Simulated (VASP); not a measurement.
Here is a VASP 6.6.1 calculation.

File INCAR:

```
SYSTEM = Ga9N7
  PREC = Accurate
  ENCUT = 520
  EDIFF = 1E-6
  ISMEAR = 0
  SIGMA = 0.01
  LREAL = Auto
  LASPH = .TRUE.
  NELM = 100
  ALGO = Normal
  ISIF = 2
  LWAVE = .FALSE.
  LCHARG = .FALSE.
  GGA = PE
  IBRION = 2
  NSW = 65
  EDIFFG = -0.025
  KPAR = 2
```

The input KPOINTS:

```
regular mesh
0
G
  3 3 3
  0 0 0
```

The input POSCAR:

```
Ga9N7
1.0
    0.0000000000      0.0000000000     -5.2431684262
    6.4367416346      0.0000000001      0.0000000000
   -3.2183708173     -5.5743817732      0.0000000000
Ga N
9 7
Direct
    0.5008651352      0.1666666667      0.3333333333
    0.5008651352      0.6666666667      0.3333333333
    0.5008651352      0.1666666667      0.8333333333
    0.5008651352      0.6666666667      0.8333333333
    0.0008651352      0.8333333333      0.1666666667
    0.0008651352      0.3333333333      0.1666666667
    0.0008651352      0.8333333333      0.6666666667
    0.0008651352      0.3333333333      0.6666666667
    0.1241348648      0.1666666667      0.3333333333
    0.1241348648      0.6666666667      0.3333333333
    0.1241348648      0.1666666667      0.8333333333
    0.1241348648      0.6666666667      0.8333333333
    0.6241348648      0.8333333333      0.1666666667
    0.6241348648      0.3333333333      0.1666666667
    0.6241348648      0.8333333333      0.6666666667
    0.6241348648      0.3333333333      0.6666666667
```

Potentials or basis: VASP PAW PBE potentials, release 64 (Ga_d, N).

Run with:

```sh
$ cat potpaw_PBE.64/Ga_d/POTCAR potpaw_PBE.64/N/POTCAR > POTCAR
$ mpirun -np 2 vasp_std > vasp.out
```

Problem. Estimate the band gap on the k mesh.

Solution. Zero (bands 76 and 77 overlap by 1.20 eV).

Problem. Estimate the energy gained by relaxing.

Solution. 259.6 meV/atom.

Step by step:
```tsv
step	energy change (eV)	largest force (eV/Å)	pressure (GPa)
1	0.0000	8.2147	23.68
2	-3.0806	2.4599	19.70
3	-3.6257	1.5374	18.73
4	-3.6264	1.5516	18.71
5	-3.9397	0.8136	18.05
6	-3.9479	0.9367	18.00
7	-4.0202	0.5548	17.87
8	-4.0445	0.7242	17.77
9	-4.0974	0.4500	17.58
10	-4.1326	0.3019	17.28
11	-4.1516	0.0964	17.13
12	-4.1517	0.0968	17.11
13	-4.1529	0.0311	17.13
14	-4.1529	0.0297	17.13
15	-4.1530	0.0084	17.12
```

Caveat: the k points lie up to 0.40 Å⁻¹ apart, too coarse for converged energies and pressures of a metal.
